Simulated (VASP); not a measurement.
# HfBr (P2_13) in VASP: a series of runs, part 2 of 2

VASP 6.6.1. Earlier steps stand in the parts before.

**3. Single point, PBE**

This run uses another cell than the first one, of 22.20 Å³/atom.

File INCAR:

```
SYSTEM = HfBr
  PREC = Accurate
  ENCUT = 520
  EDIFF = 1E-7
  ISMEAR = 0
  SIGMA = 0.1
  LREAL = .False.
  LASPH = .True.
  NELM = 60
  ALGO = Normal
  ISIF = 2
  LWAVE = .False.
  LCHARG = .False.
  GGA = PE
  NBANDS = 44
```

File KPOINTS:

```
Automatic mesh
0
Gamma
  8 8 8
  0 0 0
```

File POSCAR:

```
HfBr
1.0
    5.6213198246      0.0000000000      0.0000000000
    0.0000000000      5.6213198246      0.0000000000
    0.0000000000      0.0000000000      5.6213198246
Hf Br
4 4
Direct
    0.1632809688      0.1632809688      0.1632809688
    0.3367190312      0.8367190312      0.6632809688
    0.6632809688      0.3367190312      0.8367190312
    0.8367190312      0.6632809688      0.3367190312
    0.8923470533      0.8923470533      0.8923470533
    0.6076529467      0.1076529467      0.3923470533
    0.3923470533      0.6076529467      0.1076529467
    0.1076529467      0.3923470533      0.6076529467
```

Potentials or basis: VASP PAW PBE potentials, release 64 (Hf_pv, Br).

Command:

```
$ cat potpaw_PBE.64/Hf_pv/POTCAR potpaw_PBE.64/Br/POTCAR > POTCAR
$ mpirun -np 1 vasp_std > vasp.out
```

OUTCAR:

```text
SYSTEM = HfBr
   PREC = Accurate
   ENCUT = 520
   EDIFF = 1E-7
   ISMEAR = 0
   LREAL = .False.
   LASPH = .True.
   NELM = 60
   ISIF = 2
   GGA = PE

 ion  position               nearest neighbor table
   1  0.163  0.163  0.163-   5 2.64   6 2.83   7 2.83   8 2.83   3 3.50   4 3.50   2 3.50   2 3.50
                             4 3.50   3 3.50
   2  0.337  0.837  0.663-   6 2.64   5 2.83   7 2.83   8 2.83   3 3.50   4 3.50   1 3.50   1 3.50
                             3 3.50   4 3.50
   3  0.663  0.337  0.837-   7 2.64   6 2.83   5 2.83   8 2.83   2 3.50   4 3.50   1 3.50   4 3.50
                             2 3.50   1 3.50
   4  0.837  0.663  0.337-   8 2.64   6 2.83   7 2.83   5 2.83   2 3.50   3 3.50   1 3.50   3 3.50
                             1 3.50   2 3.50
   5  0.892  0.892  0.892-   1 2.64   2 2.83   3 2.83   4 2.83
   6  0.608  0.108  0.392-   2 2.64   1 2.83   3 2.83   4 2.83
   7  0.392  0.608  0.108-   3 2.64   2 2.83   1 2.83   4 2.83
   8  0.108  0.392  0.608-   4 2.64   2 2.83   3 2.83   1 2.83

  LATTYP: Found a simple cubic cell.
 ALAT       =     5.6213198246

  Lattice vectors:

 A1 = (   5.6213198246,   0.0000000000,   0.0000000000)
 A2 = (   0.0000000000,   5.6213198246,   0.0000000000)
 A3 = (   0.0000000000,   0.0000000000,   5.6213198246)

Analysis of symmetry for initial positions (statically):
=====================================================================
 Subroutine PRICEL returns:
 Original cell was already a primitive cell.

 Routine SETGRP: Setting up the symmetry group for a
 simple cubic supercell.

 Subroutine GETGRP returns: Found 12 space group operations
 (whereof  3 operations were pure point group operations)
 out of a pool of 48 trial point group operations.

The static configuration has the point symmetry C_3 .
 The point group associated with its full space group is T   .

Analysis of symmetry for dynamics (positions and initial velocities):
[... 149 lines left out ...]
   GGA     = PE    functional components
   LHFCALC =     F    Hartree Fock is set to
   AEXX    =    0.0000 exact exchange contribution
   IVDW    =     0    specifies the selected vdW correction
   LEPSILON=     F    determine dielectric tensor
   LRPA    =     F    only Hartree local field effects (RPA)
 non-spin polarized calculation
 Gauss-broadening in eV      SIGMA  =   0.10
  energy-cutoff  :      520.00
  volume of cell :      177.63
 maximum number of plane-waves:      4801
 NGX is ok and might be reduce to    42
   NGX = 21   NGY = 21   NGZ = 21

 number of electron      67.9999983 magnetization

 Free energy of the ion-electron system (eV)
  ---------------------------------------------------
  ext. energy  EPLUGINS =         0.00000000
  ---------------------------------------------------
  free energy    TOTEN  =       -46.50244798 eV

  energy without entropy =      -46.46329365  energy(sigma->0) =      -46.48287081

 E-fermi :   6.2510     XC(G=0): -10.6955

 val. band max:        6.2329432053   @ k =   0.5000   0.5000   0.1250
 cond. band min:       6.2545316937   @ k =   0.5000   0.5000   0.0000
 fundamental gap:      0.0215884884
 Fermi energy:         6.2509638532

 k-point     1 :       0.0000    0.0000    0.0000
  band No.  band energies     occupation
      1     -25.6545      2.00000
      2     -25.6545      2.00000
      3     -25.6545      2.00000
      4     -25.5468      2.00000
      5     -25.3834      2.00000
      6     -25.3834      2.00000
[... 1117 lines left out ...]
     43       8.5368      0.00000
     44       8.8015      0.00000

 [... further k-points ...]

------------------------ aborting loop because EDIFF is reached ----------------------------------------

  FORCE on cell =-STRESS in cart. coord.  units (eV):
  Direction    XX          YY          ZZ          XY          YZ          ZX
  --------------------------------------------------------------------------------------
  -------------------------------------------------------------------------------------
  Total       -0.4773441     -0.4773441     -0.4773441      0.0000000      0.0000000      0.0000000
  in kB       -4.3055363     -4.3055363     -4.3055363      0.0000000      0.0000000      0.0000000
  external PRESSURE =      -4.3055363 kB  Pullay stress =       0.0000000 kB

 VOLUME and BASIS-vectors are now :
 -----------------------------------------------------------------------------
  energy-cutoff  :      520.00
  volume of cell :      177.63
      direct lattice vectors                 reciprocal lattice vectors
     5.621319825  0.000000000  0.000000000     0.177894166  0.000000000  0.000000000
     0.000000000  5.621319825  0.000000000     0.000000000  0.177894166  0.000000000
     0.000000000  0.000000000  5.621319825     0.000000000  0.000000000  0.177894166

 POSITION                                       TOTAL-FORCE (eV/Angst)
 -----------------------------------------------------------------------------------
      0.91785      0.91785      0.91785         0.006128      0.006128      0.006128
      1.89281      4.70347      3.72851        -0.006128     -0.006128      0.006128
      3.72851      1.89281      4.70347         0.006128     -0.006128     -0.006128
      4.70347      3.72851      1.89281        -0.006128      0.006128     -0.006128
      5.01617      5.01617      5.01617         0.013136      0.013136      0.013136
      3.41581      0.60515      2.20551        -0.013136     -0.013136      0.013136
      2.20551      3.41581      0.60515         0.013136     -0.013136     -0.013136
      0.60515      2.20551      3.41581        -0.013136      0.013136     -0.013136
 -----------------------------------------------------------------------------------
    total drift:                                0.000000     -0.000000      0.000000

  FREE ENERGIE OF THE ION-ELECTRON SYSTEM (eV)
  ---------------------------------------------------
  free  energy   TOTEN  =       -46.5024479782 eV

  energy  without entropy=      -46.4632936493  energy(sigma->0) =      -46.48287081
```

It took 2.3 min on 1 thread of Intel Xeon 6975P-C (Granite Rapids), shared host; peak memory 0.43 GiB.

Results:

| Quantity | Value |
| --- | --- |
| Free energy | -46.5024 eV |
| Pressure | -0.4 GPa |
| Largest force | 0.023 eV/Å |
| Band gap on the k mesh | zero (bands 34 and 35 overlap by 0.11 eV) |

Forces in eV/Å, atoms in the order of the input:
```
Hf   0.006  0.006  0.006
Hf  -0.006 -0.006  0.006
Hf   0.006 -0.006 -0.006
Hf  -0.006  0.006 -0.006
Br   0.013  0.013  0.013
Br  -0.013 -0.013  0.013
Br   0.013 -0.013 -0.013
Br  -0.013  0.013 -0.013
```

Caveat: spin-orbit coupling is left out, which moves the levels of the heavy elements.
